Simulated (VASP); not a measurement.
# BN (F-43m) in VASP: further runs, part 3 of 3

VASP 6.6.1.

## (4) Single point, r2SCAN (6.47 Å³/atom)

This run uses another cell than the first one, of 6.47 Å³/atom.

POSCAR

```
BN
1.0
    0.0000000000      1.8630733527      1.8630733527
    1.8630733527      0.0000000000      1.8630733527
    1.8630733527      1.8630733527      0.0000000000
B N
1 1
Direct
    0.0000000000      0.0000000000      0.0000000000
    0.7500000000      0.7500000000      0.7500000000
```

INCAR.step1

```
SYSTEM = BN
PREC     = Accurate       ! precision mode
ENCUT    = 520            ! plane-wave cutoff, eV
ISMEAR   = 0              ! smearing method
SIGMA    = 0.02           ! smearing width, eV
LREAL    = .False.        ! projectors in reciprocal space
LASPH    = .True.         ! aspherical terms in the spheres
NELM     = 60             ! most SCF steps
NBANDS   = 11             ! bands
GGA      = PE             ! functional
ALGO     = Normal         ! electronic algorithm
EDIFF    = 1E-4           ! SCF threshold, eV
LWAVE    = .True.         ! write WAVECAR
LCHARG   = .False.        ! write CHGCAR
```

INCAR.step2

```
SYSTEM = BN
PREC     = Accurate       ! precision mode
ENCUT    = 520            ! plane-wave cutoff, eV
EDIFF    = 1E-7           ! SCF threshold, eV
ISMEAR   = 0              ! smearing method
SIGMA    = 0.02           ! smearing width, eV
LREAL    = .False.        ! projectors in reciprocal space
LASPH    = .True.         ! aspherical terms in the spheres
NELM     = 60             ! most SCF steps
ALGO     = Normal         ! electronic algorithm
ISIF     = 2              ! what is computed and relaxed
LWAVE    = .False.        ! write WAVECAR
LCHARG   = .False.        ! write CHGCAR
METAGGA  = R2SCAN         ! meta-GGA
LMIXTAU  = .True.       
NBANDS   = 11             ! bands
ISTART   = 1
```

KPOINTS

```
regular mesh
0
Gamma
  12 12 12
  0 0 0
```

Potentials or basis: VASP PAW PBE potentials, release 64 (B, N).

Run with:

```bash
$ cat potpaw_PBE.64/B/POTCAR potpaw_PBE.64/N/POTCAR > POTCAR
$ cp INCAR.step1 INCAR
$ mpirun -np 1 vasp_std > vasp.out
$ cp INCAR.step2 INCAR
$ mpirun -np 1 vasp_std > vasp.out
```

OUTCAR:

```text
SYSTEM = BN
   PREC = Accurate
   ENCUT = 520
   EDIFF = 1E-7
   ISMEAR = 0
   LREAL = .False.
   LASPH = .True.
   NELM = 60
   ISIF = 2
   METAGGA = R2SCAN
   ISTART = 1

 ion  position               nearest neighbor table
   1  0.000  0.000  0.000-   2 1.61   2 1.61   2 1.61   2 1.61
   2  0.750  0.750  0.750-   1 1.61   1 1.61   1 1.61   1 1.61

  LATTYP: Found a face centered cubic cell.
 ALAT       =     3.7261467054

  Lattice vectors:

 A1 = (   0.0000000000,   1.8630733527,   1.8630733527)
 A2 = (   1.8630733527,   0.0000000000,   1.8630733527)
 A3 = (   1.8630733527,   1.8630733527,   0.0000000000)

Analysis of symmetry for initial positions (statically):
=====================================================================
 Subroutine PRICEL returns:
 Original cell was already a primitive cell.

 Routine SETGRP: Setting up the symmetry group for a
 face centered cubic supercell.

 Subroutine GETGRP returns: Found 24 space group operations
 (whereof 24 operations were pure point group operations)
 out of a pool of 48 trial point group operations.

The static configuration has the point symmetry T_d .

Analysis of symmetry for dynamics (positions and initial velocities):
=====================================================================
 Subroutine PRICEL returns:
 Original cell was already a primitive cell.

 Routine SETGRP: Setting up the symmetry group for a
 face centered cubic supercell.

 Subroutine GETGRP returns: Found 24 space group operations
 (whereof 24 operations were pure point group operations)
 out of a pool of 48 trial point group operations.

The dynamic configuration has the point symmetry T_d .

 Subroutine INISYM returns: Found 24 space group operations
 (whereof 24 operations are pure point group operations),
 and found     1 'primitive' translations

----------------------------------------------------------------------------------------

[... 119 lines left out ...]
   AEXX    =    0.0000 exact exchange contribution
   IVDW    =     0    specifies the selected vdW correction
   LEPSILON=     F    determine dielectric tensor
   LRPA    =     F    only Hartree local field effects (RPA)
 non-spin polarized calculation
 Gauss-broadening in eV      SIGMA  =   0.02
  energy-cutoff  :      520.00
  volume of cell :       12.93
 maximum number of plane-waves:       360
   NGX =  9   NGY =  9   NGZ =  9

 number of electron       8.0000003 magnetization

 Free energy of the ion-electron system (eV)
  ---------------------------------------------------
  ext. energy  EPLUGINS =         0.00000000
  ---------------------------------------------------
  free energy    TOTEN  =       -19.05760475 eV

  energy without entropy =      -19.05760475  energy(sigma->0) =      -19.05760475

 E-fermi :   6.3892     XC(G=0): -13.1714

 val. band max:        6.1658933586   @ k =   0.0000   0.0000   0.0000
 cond. band min:      11.0228787808   @ k =   0.5000   0.5000   0.0000
 fundamental gap:      4.8569854221
 Fermi energy:         6.3891985815

 k-point     1 :       0.0000    0.0000    0.0000
  band No.  band energies     occupation
      1     -14.1094      2.00000
      2       6.1659      2.00000
      3       6.1659      2.00000
      4       6.1659      2.00000
      5      15.2467      0.00000
      6      15.2467      0.00000
      7      15.2467      0.00000
      8      15.7068      0.00000
      9      30.5501      0.00000
     10      33.8124      0.00000
     11      33.8124      0.00000
[... 309 lines left out ...]
 k-point    24 :      -0.4167    0.1667    0.0000
  band No.  band energies     occupation
      1      -9.8957      2.00000
      2      -3.4397      2.00000
      3       2.1702      2.00000
      4       3.7327      2.00000
      5      15.6451      0.00000
      6      18.0556      0.00000
      7      18.5758      0.00000
      8      21.7736      0.00000
      9      27.3726      0.00000
     10      31.5968      0.00000
     11      32.5640      0.00000

 [... further k-points ...]

------------------------ aborting loop because EDIFF is reached ----------------------------------------

  FORCE on cell =-STRESS in cart. coord.  units (eV):
  Direction    XX          YY          ZZ          XY          YZ          ZX
  --------------------------------------------------------------------------------------
  -------------------------------------------------------------------------------------
  Total       -2.4669209     -2.4669209     -2.4669209     -0.0000000      0.0000000     -0.0000000
  in kB     -305.5947969   -305.5947969   -305.5947969     -0.0000000      0.0000000     -0.0000000
  external PRESSURE =    -305.5947969 kB  Pullay stress =       0.0000000 kB

 VOLUME and BASIS-vectors are now :
 -----------------------------------------------------------------------------
  energy-cutoff  :      520.00
  volume of cell :       12.93
      direct lattice vectors                 reciprocal lattice vectors
     0.000000000  1.863073353  1.863073353    -0.268373760  0.268373760  0.268373760
     1.863073353  0.000000000  1.863073353     0.268373760 -0.268373760  0.268373760
     1.863073353  1.863073353  0.000000000     0.268373760  0.268373760 -0.268373760

 POSITION                                       TOTAL-FORCE (eV/Angst)
 -----------------------------------------------------------------------------------
      0.00000      0.00000      0.00000         0.000000      0.000000     -0.000000
      2.79461      2.79461      2.79461        -0.000000     -0.000000      0.000000
 -----------------------------------------------------------------------------------
    total drift:                                0.000000      0.000000     -0.000000

  FREE ENERGIE OF THE ION-ELECTRON SYSTEM (eV)
  ---------------------------------------------------
  free  energy   TOTEN  =       -19.0576047532 eV

  energy  without entropy=      -19.0576047532  energy(sigma->0) =      -19.05760475
```

OSZICAR.step1:

```text
N       E                     dE             d eps       ncg     rms          rms(c)
DAV:   1     0.976915138645E+01    0.97692E+01   -0.48465E+03  1600   0.714E+02
DAV:   2    -0.176713122610E+02   -0.27440E+02   -0.26415E+02  1915   0.160E+02
DAV:   3    -0.181999654448E+02   -0.52865E+00   -0.52794E+00  1881   0.193E+01
DAV:   4    -0.182006619449E+02   -0.69650E-03   -0.69649E-03  1695   0.782E-01
DAV:   5    -0.182006627341E+02   -0.78925E-06   -0.78929E-06  1756   0.257E-02    0.623E+00
DAV:   6    -0.174205484042E+02    0.78011E+00   -0.31121E+00  1671   0.970E+00    0.297E+00
DAV:   7    -0.173742461614E+02    0.46302E-01   -0.72871E-02  1743   0.233E+00    0.180E+00
DAV:   8    -0.173628982305E+02    0.11348E-01   -0.31457E-02  1748   0.126E+00    0.150E-01
DAV:   9    -0.173629849626E+02   -0.86732E-04   -0.11760E-03  1674   0.252E-01    0.748E-02
DAV:  10    -0.173630849420E+02   -0.99979E-04   -0.13604E-04  1702   0.995E-02
   1 F= -.17363085E+02 E0= -.17363085E+02  d E =-.866179E-15
```

Run time: 24 s. Hardware: 1 thread of Intel Xeon 6975P-C (Granite Rapids), shared host; peak memory 0.12 GiB.

Results:

```
Free energy            : -19.0576 eV
Pressure               : -30.6 GPa
Band gap on the k mesh : 4.86 eV (least direct gap 9.08 eV)
```

Levels at points of the mesh, in eV from the valence-band top:
| k point | band 1 | band 2 | band 3 | band 4 | band 5 | band 6 | band 7 | band 8 |
| --- | --- | --- | --- | --- | --- | --- | --- | --- |
| (0.00, 0.00, 0.00) | -20.28 | 0.00 | 0.00 | 0.00 | 9.08 | 9.08 | 9.08 | 9.54 |
| (0.50, 0.00, 0.00) | -16.41 | -10.26 | -1.85 | -1.85 | 9.58 | 10.95 | 10.95 | 15.41 |
| (0.50, 0.50, 0.00) | -15.12 | -8.74 | -4.66 | -4.66 | 4.86 | 9.27 | 17.84 | 17.84 |

Caveat: the cell stands under tension; the PAW data sets were made with another functional, which shifts forces and pressure a little. A k mesh can miss the band edges.

## (5) Relaxation of cell and atoms, r2SCAN

This run uses another cell than the first one, of 5.96 Å³/atom.

POSCAR

```
BN
1.0
    0.0000000000      1.8130010000      1.8130010000
    1.8130010000      0.0000000000      1.8130010000
    1.8130010000      1.8130010000      0.0000000000
B N
1 1
Direct
    0.0000000000      0.0000000000      0.0000000000
    0.7500000000      0.7500000000      0.7500000000
```

INCAR.step1

```
SYSTEM = BN
PREC     = Accurate       ! precision mode
ENCUT    = 600            ! plane-wave cutoff, eV
ISMEAR   = 0              ! smearing method
SIGMA    = 0.02           ! smearing width, eV
LREAL    = .FALSE.        ! projectors in reciprocal space
LASPH    = .TRUE.         ! aspherical terms in the spheres
NELM     = 100            ! most SCF steps
GGA      = PE             ! functional
ALGO     = Normal         ! electronic algorithm
EDIFF    = 1E-4           ! SCF threshold, eV
LWAVE    = .TRUE.         ! write WAVECAR
LCHARG   = .FALSE.        ! write CHGCAR
```

INCAR.step2

```
SYSTEM = BN
PREC     = Accurate       ! precision mode
ENCUT    = 600            ! plane-wave cutoff, eV
EDIFF    = 1E-6           ! SCF threshold, eV
ISMEAR   = 0              ! smearing method
SIGMA    = 0.02           ! smearing width, eV
LREAL    = .FALSE.        ! projectors in reciprocal space
LASPH    = .TRUE.         ! aspherical terms in the spheres
NELM     = 100            ! most SCF steps
ALGO     = Normal         ! electronic algorithm
ISIF     = 3              ! what is computed and relaxed
LWAVE    = .FALSE.        ! write WAVECAR
LCHARG   = .FALSE.        ! write CHGCAR
METAGGA  = R2SCAN         ! meta-GGA
LMIXTAU  = .TRUE.       
IBRION   = 2              ! ionic algorithm
NSW      = 100            ! ionic steps
EDIFFG   = -0.005         ! ionic threshold
ISTART   = 1
```

KPOINTS

```
Automatic mesh
0
G
  12 12 12
  0 0 0
```

Potentials or basis: VASP PAW PBE potentials, release 64 (B, N).

Run with:

```bash
$ cat potpaw_PBE.64/B/POTCAR potpaw_PBE.64/N/POTCAR > POTCAR
$ cp INCAR.step1 INCAR
$ mpirun -np 1 vasp_std > vasp.out
$ cp INCAR.step2 INCAR
$ mpirun -np 1 vasp_std > vasp.out
```

OUTCAR:

```text
SYSTEM = BN
   PREC = Accurate
   ENCUT = 600
   EDIFF = 1E-6
   ISMEAR = 0
   LREAL = .FALSE.
   LASPH = .TRUE.
   NELM = 100
   ISIF = 3
   METAGGA = R2SCAN
   IBRION = 2
   NSW = 100
   EDIFFG = -0.005
   ISTART = 1

 ion  position               nearest neighbor table
   1  0.000  0.000  0.000-   2 1.57   2 1.57   2 1.57   2 1.57
   2  0.750  0.750  0.750-   1 1.57   1 1.57   1 1.57   1 1.57

  LATTYP: Found a face centered cubic cell.
 ALAT       =     3.6260020000

  Lattice vectors:

 A1 = (   0.0000000000,   1.8130010000,   1.8130010000)
 A2 = (   1.8130010000,   0.0000000000,   1.8130010000)
 A3 = (   1.8130010000,   1.8130010000,   0.0000000000)

Analysis of symmetry for initial positions (statically):
=====================================================================
 Subroutine PRICEL returns:
 Original cell was already a primitive cell.

 Routine SETGRP: Setting up the symmetry group for a
 face centered cubic supercell.

 Subroutine GETGRP returns: Found 24 space group operations
[... 174 lines left out ...]
  Total       -0.2989623     -0.2989623     -0.2989623     -0.0000000      0.0000000     -0.0000000
  in kB      -40.1886017    -40.1886017    -40.1886017     -0.0000000      0.0000000     -0.0000000
  external PRESSURE =     -40.1886017 kB  Pullay stress =       0.0000000 kB
[... 59 lines left out ...]
--------------------------------------- Ionic step        3  -------------------------------------------

 number of electron       7.9999999 magnetization

 Free energy of the ion-electron system (eV)
  ---------------------------------------------------
  ext. energy  EPLUGINS =         0.00000000
  ---------------------------------------------------
  free energy    TOTEN  =       -19.17488301 eV

  energy without entropy =      -19.17488301  energy(sigma->0) =      -19.17488301

 E-fermi :   7.4449     XC(G=0): -13.6536

 val. band max:        7.2589257113   @ k =   0.0000   0.0000   0.0000
 cond. band min:      12.2373141935   @ k =   0.5000   0.5000   0.0000
 fundamental gap:      4.9783884822
 Fermi energy:         7.4449186823

 k-point     1 :       0.0000    0.0000    0.0000
  band No.  band energies     occupation
      1     -14.0484      2.00000
      2       7.2589      2.00000
      3       7.2589      2.00000
      4       7.2589      2.00000
      5      16.7920      0.00000
      6      16.7920      0.00000
      7      16.7920      0.00000
      8      18.3461      0.00000
[... 243 lines left out ...]
 k-point    24 :      -0.4167    0.1667    0.0000
  band No.  band energies     occupation
      1      -9.3690      2.00000
      2      -3.1219      2.00000
      3       2.9555      2.00000
      4       4.5905      2.00000
      5      17.2700      0.00000
      6      20.2912      0.00000
      7      20.3766      0.00000
      8      24.0939      0.00000

 [... further k-points ...]

------------------------ aborting loop because EDIFF is reached ----------------------------------------

  FORCE on cell =-STRESS in cart. coord.  units (eV):
  Direction    XX          YY          ZZ          XY          YZ          ZX
  --------------------------------------------------------------------------------------
  -------------------------------------------------------------------------------------
  Total        0.0004517      0.0004517      0.0004517      0.0000000      0.0000000      0.0000000
  in kB        0.0613618      0.0613618      0.0613618      0.0000000      0.0000000      0.0000000
  external PRESSURE =       0.0613618 kB  Pullay stress =       0.0000000 kB
[... 17 lines left out ...]
  FREE ENERGIE OF THE ION-ELECTRON SYSTEM (eV)
  ---------------------------------------------------
  free  energy   TOTEN  =       -19.1748830059 eV

  energy  without entropy=      -19.1748830059  energy(sigma->0) =      -19.17488301

 reached required accuracy - stopping structural energy minimisation
```

OUTCAR.step1:

```text
SYSTEM = BN
   PREC = Accurate
   ENCUT = 600
   ISMEAR = 0
   LREAL = .FALSE.
   LASPH = .TRUE.
[... 485 lines left out ...]
      0.00000      0.00000      0.00000        -0.000000     -0.000000      0.000000
      2.71950      2.71950      2.71950         0.000000      0.000000     -0.000000
 -----------------------------------------------------------------------------------
    total drift:                               -0.000000     -0.000000     -0.000000

  FREE ENERGIE OF THE ION-ELECTRON SYSTEM (eV)
  ---------------------------------------------------
  free  energy   TOTEN  =       -17.4546295797 eV

  energy  without entropy=      -17.4546295797  energy(sigma->0) =      -17.45462958
```

It took 36 s on 1 thread of Intel Xeon 6975P-C (Granite Rapids), shared host; peak memory 0.12 GiB.

Results:

| Item | Value |
| --- | --- |
| Free energy | -19.1749 eV |
| Relaxed volume | 5.90 Å³/atom |
| Relaxed cell | a = 2.555 Å, b = 2.555 Å, c = 2.555 Å, α = 60.00°, β = 60.00°, γ = 60.00° |
| Space group after relaxing (to 0.1 Å) | F-43m (No. 216) |
| Energy gained by relaxing | 0.8 meV/atom |
| Ionic steps | 3 |
| Pressure after relaxing | 0.0 GPa |
| Band gap on the k mesh | 4.98 eV (least direct gap 9.53 eV) |

Step by step:
| step | energy change (eV) | largest force (eV/Å) | pressure (GPa) | volume (Å³) |
| --- | --- | --- | --- | --- |
| 1 | 0.0000 | 0.0000 | -4.02 | 11.92 |
| 2 | 0.0002 | 0.0000 | 4.48 | 11.66 |
| 3 | -0.0016 | 0.0000 | 0.01 | 11.79 |

Final structure:
```
B N
1.0
     0.00000    1.80666    1.80666
     1.80666    0.00000    1.80666
     1.80666    1.80666    0.00000
B N
1 1
Direct
  0.00000 0.00000 0.00000
  0.75000 0.75000 0.75000
```

Caveat: the PAW data sets were made with another functional, which shifts forces and pressure a little. A k mesh can miss the band edges.

## (6) Relaxation of cell and atoms, r2SCAN

This run uses another cell than the first one, of 5.96 Å³/atom.

POSCAR is that of step 5.

INCAR.step1 is that of step 5.

INCAR.step2 is that of step 5.

KPOINTS is that of step 5.

Potentials or basis: VASP PAW PBE potentials, release 64 (B, N).

Run with:

```bash
$ cat potpaw_PBE.64/B/POTCAR potpaw_PBE.64/N/POTCAR > POTCAR
$ cp INCAR.step1 INCAR
$ mpirun -np 1 vasp_std > vasp.out
$ cp INCAR.step2 INCAR
$ mpirun -np 1 vasp_std > vasp.out
```

Wall time 87 s (1 thread of Intel Xeon 8259CL, shared host); peak memory 0.13 GiB.

Results (log left out):

| Item | Value |
| --- | --- |
| Free energy | -19.1749 eV |
| Relaxed volume | 5.90 Å³/atom |
| Relaxed cell | a = 2.555 Å, b = 2.555 Å, c = 2.555 Å, α = 60.00°, β = 60.00°, γ = 60.00° |
| Space group after relaxing (to 0.1 Å) | F-43m (No. 216) |
| Energy gained by relaxing | 0.8 meV/atom |
| Ionic steps | 3 |
| Pressure after relaxing | 0.0 GPa |
| Band gap on the k mesh | 4.98 eV (least direct gap 9.53 eV) |

Step by step:
```csv
step,energy change (eV),largest force (eV/Å),pressure (GPa),volume (Å³)
1,0.0000,0.0000,-4.02,11.92
2,0.0002,0.0000,4.48,11.66
3,-0.0016,0.0000,0.01,11.79
```

Final structure:
```
CELL_PARAMETERS angstrom
0.00000 1.80666 1.80666
1.80666 0.00000 1.80666
1.80666 1.80666 0.00000
ATOMIC_POSITIONS crystal
B 0.00000 0.00000 0.00000
N 0.75000 0.75000 0.75000
```

Levels at points of the mesh, in eV from the valence-band top:
```csv
k point,band 1,band 2,band 3,band 4,band 5,band 6,band 7,band 8
"(0.00, 0.00, 0.00)",-21.31,0.00,0.00,0.00,9.53,9.53,9.53,11.09
"(0.50, 0.00, 0.00)",-17.01,-11.10,-2.02,-2.02,10.81,11.48,11.48,16.42
"(0.50, 0.50, 0.00)",-15.58,-9.33,-5.10,-5.10,4.98,9.82,19.28,19.28
```

Caveat: the PAW data sets were made with another functional, which shifts forces and pressure a little.

## (7) Overview

| task | cell | cutoff (eV) | gap on the mesh (eV) | pressure (GPa) |
| --- | --- | --- | --- | --- |
| single point | a = 2.578 Å, angles 60.0°, 2 atoms | 520 | 4.94 | -9.9 |
| single point | a = 2.602 Å, angles 60.0°, 2 atoms | 520 | 4.91 | -19.6 |
| single point | a = 2.635 Å, angles 60.0°, 2 atoms | 520 | 4.86 | -30.6 |
| relaxation of cell and atoms | relaxed from a = 2.564 Å, angles 60.0°, 2 atoms | 600 | 4.98 | 0.0 |

Alike in all rows: level r2SCAN; potentials or basis VASP PAW PBE potentials, release 64 (B, N); no spin polarisation; k mesh 12 × 12 × 12; smearing gaussian 0.02 eV.

Caveats: the PAW data sets were made with another functional, which shifts forces and pressure a little; the cell stands under tension (at least some runs).

Absolute energies hang on the potentials; compare differences alone.
